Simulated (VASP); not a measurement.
A run of VASP 6.6.1 is set up as follows.

File INCAR:

```
SYSTEM = AlOs3
PREC = Accurate
ENCUT = 520
EDIFF = 1E-6
ISMEAR = 0
SIGMA = 0.1
LREAL = .FALSE.
LASPH = .TRUE.
NELM = 80
ALGO = Normal
ISIF = 2
LWAVE = .FALSE.
LCHARG = .FALSE.
GGA = PE
NBANDS = 22
```

Contents of KPOINTS:

```
Automatic mesh
0
G
  12 12 12
  0 0 0
```

File POSCAR:

```
AlOs3
1.0
    3.8605855873      0.0000000000      0.0000000000
    0.0000000000      3.8605855873      0.0000000000
    0.0000000000      0.0000000000      3.8605855873
Al Os
1 3
Direct
    0.0000000000      0.0000000000      0.0000000000
    0.0000000000      0.5000000000      0.5000000000
    0.5000000000      0.0000000000      0.5000000000
    0.5000000000      0.5000000000      0.0000000000
```

Potentials or basis: VASP PAW PBE potentials, release 64 (Al, Os).

The run is started by

```sh
$ cat potpaw_PBE.64/Al/POTCAR potpaw_PBE.64/Os/POTCAR > POTCAR
$ mpirun -np 1 vasp_std > vasp.out
```

(1) What does it give for the pressure?

(2) Estimate the band gap on the k mesh.

Answers

(1) 0.1 GPa.

(2) zero (an odd number of electrons rules out a gap without spin polarisation).

Caveat: spin-orbit coupling is left out, which moves the levels of the heavy elements.
